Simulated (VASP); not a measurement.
Write the native input for VASP 6.6.1 that does the following.

| Quantity | Value |
| --- | --- |
| Task | single point |
| Functional | PBEsol |
| Potentials or basis | VASP PAW PBE potentials, release 64 (Li_sv) |
| Cutoff | 520 eV |
| k mesh | 24 × 24 × 24 |
| Occupations | gaussian, width 0.1 eV |
| Spin | no spin polarisation |
| Dipole correction | no |
| k mesh for the DOS | 36 × 36 × 36 |
| Occupations for the DOS | tetrahedron |
| Further INCAR settings | ALGO = Fast; EDIFF = 1e-06; NBANDS = 8 |

Crystal: Li.

```
Li
1.0
    -1.53272    1.53255    2.15059
     1.53272   -1.53255    2.15059
     1.53272    1.53255   -2.15059
Li
1
Direct
  0.00000 0.50000 0.50000
```

This isn't the form of Li at room conditions, which is bcc.

The input as run:

POSCAR

```
Li
1.0
   -1.5327198505      1.5325486232      2.1505878662
    1.5327198505     -1.5325486232      2.1505878662
    1.5327198505      1.5325486232     -2.1505878662
Li
1
Direct
    0.0000000000      0.5000000000      0.5000000000
```

INCAR.step1

```
SYSTEM = Li
ALGO     = Fast           ! electronic algorithm
EDIFF    = 1E-6           ! SCF threshold, eV
ENCUT    = 520            ! plane-wave cutoff, eV
GGA      = PS             ! functional
ISIF     = 2              ! what is computed and relaxed
ISMEAR   = 0              ! smearing method
LASPH    = .TRUE.         ! aspherical terms in the spheres
LCHARG   = .TRUE.         ! write CHGCAR
LREAL    = .FALSE.        ! projectors in reciprocal space
LWAVE    = .FALSE.        ! write WAVECAR
NBANDS   = 8              ! bands
NELM     = 60             ! most SCF steps
PREC     = Accurate       ! precision mode
SIGMA    = 0.1            ! smearing width, eV
```

KPOINTS.step1

```
k-points
0
G
  24 24 24
  0 0 0
```

INCAR.step2

```
SYSTEM = Li
ALGO     = Fast           ! electronic algorithm
EDIFF    = 1E-6           ! SCF threshold, eV
ENCUT    = 520            ! plane-wave cutoff, eV
GGA      = PS             ! functional
ICHARG   = 11             ! starting density
ISIF     = 2              ! what is computed and relaxed
ISMEAR   = -5             ! smearing method
LASPH    = .TRUE.         ! aspherical terms in the spheres
LCHARG   = .FALSE.        ! write CHGCAR
LORBIT   = 10             ! projections on sites
LREAL    = .FALSE.        ! projectors in reciprocal space
LWAVE    = .FALSE.        ! write WAVECAR
NBANDS   = 8              ! bands
NEDOS    = 1001           ! points of the DOS
NELM     = 60             ! most SCF steps
PREC     = Accurate       ! precision mode
SIGMA    = 0.1            ! smearing width, eV
```

KPOINTS.step2

```
k-points
0
G
  36 36 36
  0 0 0
```

Potentials or basis: VASP PAW PBE potentials, release 64 (Li_sv).

Run with:

```console
$ cat potpaw_PBE.64/Li_sv/POTCAR > POTCAR
$ cp INCAR.step1 INCAR
$ cp KPOINTS.step1 KPOINTS
$ mpirun -np 1 vasp_std > vasp.out
$ cp INCAR.step2 INCAR
$ cp KPOINTS.step2 KPOINTS
$ mpirun -np 1 vasp_std > vasp.out
```

It gave:

```yaml
Valence_electrons_inside_the_program's_atomic_spheres: Li 2.08
```

It took 4.4 min on 1 thread of Intel(R) Xeon(R) 6975P-C (Granite Rapids), on a shared host, peak memory 0.98 GiB.
